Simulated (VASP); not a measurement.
A run of VASP 6.6.1 is set up as follows.

Contents of INCAR:

```
ALGO = Normal
EDIFF = 1E-7
EDIFFG = -0.03
ENCUT = 500
GGA = CA
GGA_COMPAT = False
IBRION = 2
ISIF = 8
ISMEAR = -1
LASPH = True
LCHARG = False
LREAL = False
LWAVE = False
NELM = 120
NELMIN = 4
NSW = 80
PREC = Accurate
SIGMA = 0.02
```

The input KPOINTS:

```
k-points
0
Gamma
  5 5 3
```

Contents of POSCAR:

```
Br
1.0
    3.3632500000     -2.3225500000      0.0000000000
    3.3632500000      2.3225500000      0.0000000000
    0.0000000000      0.0000000000      8.7023000000
Br
4
Direct
    0.8651000000      0.1349000000      0.1099000000
    0.6349000000      0.3651000000      0.6099000000
    0.1349000000      0.8651000000      0.8901000000
    0.3651000000      0.6349000000      0.3901000000
```

Potentials or basis: VASP PAW LDA potentials, release 64 (Br).

Command:

```console
$ cat potpaw_LDA.64/Br/POTCAR > POTCAR
$ mpirun -np 1 vasp_std > vasp.out
```

Q: Predict the relaxed volume.

A: 26.96 Å³/atom.

Q: Predict the band gap on the k mesh.

A: 1.21 eV, indirect (least direct gap 1.53 eV).

Q: Estimate the space group after relaxing (to 0.05 Å).

A: Cmce (No. 64).

The path:
| step | energy change (eV) | largest force (eV/Å) | pressure (GPa) | volume (Å³) |
| --- | --- | --- | --- | --- |
| 1 | 0.0000 | 0.7269 | -1.18 | 135.95 |
| 2 | -0.1193 | 0.3168 | -1.94 | 131.07 |
| 3 | -0.2821 | 0.4223 | -2.53 | 118.20 |
| 4 | -0.3419 | 0.2942 | -0.42 | 110.49 |
| 5 | -0.3422 | 0.2918 | -0.23 | 109.94 |
| 6 | -0.3512 | 0.1984 | -0.14 | 110.12 |
| 7 | -0.3576 | 0.1601 | 0.08 | 110.45 |
| 8 | -0.3611 | 0.1138 | -0.16 | 110.71 |
| 9 | -0.3638 | 0.0338 | -0.62 | 111.23 |
| 10 | -0.3664 | 0.0273 | -0.51 | 110.70 |
| 11 | -0.3708 | 0.0632 | -0.19 | 109.12 |
| 12 | -0.3711 | 0.0845 | -0.05 | 108.51 |
| 13 | -0.3720 | 0.0494 | -0.08 | 108.25 |
| 14 | -0.3724 | 0.0227 | -0.11 | 107.84 |

Caveat: the volume moved by over 15 % at a fixed basis, so the end points are rough; the volume moved by -21 % from the deposited cell, more than functionals usually miss. LDA usually gives volumes a few per cent too small.
